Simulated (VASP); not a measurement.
The system is SrCl2.

```
Sr Cl
1.0
     0.00000    3.48835    3.48835
     3.48835    0.00000    3.48835
     3.48835    3.48835    0.00000
Sr Cl
1 2
Direct
  0.00000 0.00000 0.00000
  0.75000 0.75000 0.75000
  0.25000 0.25000 0.25000
```

Base run:

* Program: VASP 6.6.1
* Functional: PBEsol
* Potentials or basis: VASP PAW PBE potentials, release 64 (Sr_sv, Cl)
* Cutoff: 520 eV
* k mesh: 7 × 7 × 7
* Occupations: fermi-dirac, width 0.05 eV
* Spin: no spin polarisation

Its results: band gap on the k mesh 5.17 eV, indirect (least direct gap 5.48 eV); pressure -0.9 GPa.

Task: After a change of settings the same cell gave: band gap on the k mesh 5.37 eV, indirect (least direct gap 5.68 eV); pressure 1.1 GPa. Which change was it?
A. functional from PBEsol to RPBE; k mesh from 7 × 7 × 7 to 4 × 4 × 4
B. functional from PBEsol to r2SCAN; k mesh from 7 × 7 × 7 to 4 × 4 × 4
C. functional from PBEsol to PBE
D. functional from PBEsol to PBE-based screened hybrid; cutoff from 520 eV to 400 eV; k mesh from 7 × 7 × 7 to 4 × 4 × 4

Result: C.

PBE binds less tightly than PBEsol, so the same cell stands under more pressure.

Caveats: the PAW data sets were made with another functional, which shifts forces and pressure a little (some runs).
